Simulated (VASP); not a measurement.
## GaSi: single point with PBE

The system is GaSi.

```xyz
4
Lattice="1.8254 -4.8164 0.0000 1.8254 4.8164 0.0000 0.0000 0.0000 3.6261" Properties=species:S:1:pos:R:3 pbc="T T T"
Ga    1.8254   -3.4100    2.7196
Ga    1.8254    3.4100    0.9065
Si    1.8254   -0.4816    2.7196
Si    1.8254    0.4816    0.9065
```

```
Program                : VASP 6.6.1
Task                   : single point
Functional             : PBE
Potentials or basis    : VASP PAW PBE potentials, release 64 (Ga_d, Si)
Cutoff                 : 520 eV
k mesh                 : 6 × 6 × 6
Occupations            : gaussian, width 0.1 eV
Spin                   : no spin polarisation
Dipole correction      : no
Further INCAR settings : ALGO = Normal; EDIFF = 1e-07; NBANDS = 25
```

* Pressure: 22.1 GPa
* Largest force: 4.942 eV/Å
* Band gap on the k mesh: zero (band 17 reaches 9.76 eV, above the bottom of band 18 at 5.33 eV)

Forces on the atoms (eV/Å):
```
Ga   0.000  1.251  0.000
Ga   0.000 -1.251  0.000
Si   0.000 -4.942  0.000
Si   0.000  4.942  0.000
```

Stress tensor (GPa, compression positive):
```
12.41  0.00  0.00
 0.00 14.49  0.00
 0.00  0.00 39.55
```

Levels at points of the mesh, in eV from the Fermi level:
| k point | band 13 | band 14 | band 15 | band 16 | band 17 | band 18 | band 19 | band 20 | band 21 | band 22 |
| --- | --- | --- | --- | --- | --- | --- | --- | --- | --- | --- |
| (0.00, 0.00, 0.00) | -6.06 | -4.50 | -2.96 | -1.67 | -0.52 | 0.70 | 1.67 | 3.12 | 3.96 | 4.60 |
| (0.50, 0.00, 0.00) | -6.25 | -5.87 | -3.40 | -0.30 | -0.19 | 0.76 | 1.44 | 2.44 | 4.59 | 4.71 |
| (0.50, 0.50, 0.00) | -4.21 | -3.47 | -1.98 | -1.20 | 0.75 | 0.80 | 1.10 | 3.05 | 3.12 | 5.61 |
| (0.00, 0.00, 0.50) | -4.15 | -4.15 | -3.31 | -3.31 | -0.35 | -0.35 | 2.15 | 2.15 | 3.74 | 3.74 |
| (0.50, 0.00, 0.50) | -6.68 | -6.68 | -3.61 | -3.61 | -2.64 | -2.64 | 2.60 | 2.60 | 3.07 | 3.07 |
| (0.50, 0.50, 0.50) | -7.06 | -7.06 | -0.73 | -0.73 | 0.56 | 0.56 | 3.51 | 3.51 | 4.89 | 4.89 |

It took 2.4 min on 1 thread of AMD EPYC 7R43 64-Core Processor (Zen 3), with other jobs on the host, peak memory 0.2 GiB.

Caveat: forces of over 1 eV/Å act on the atoms, so gaps and moduli don't describe the material at rest.
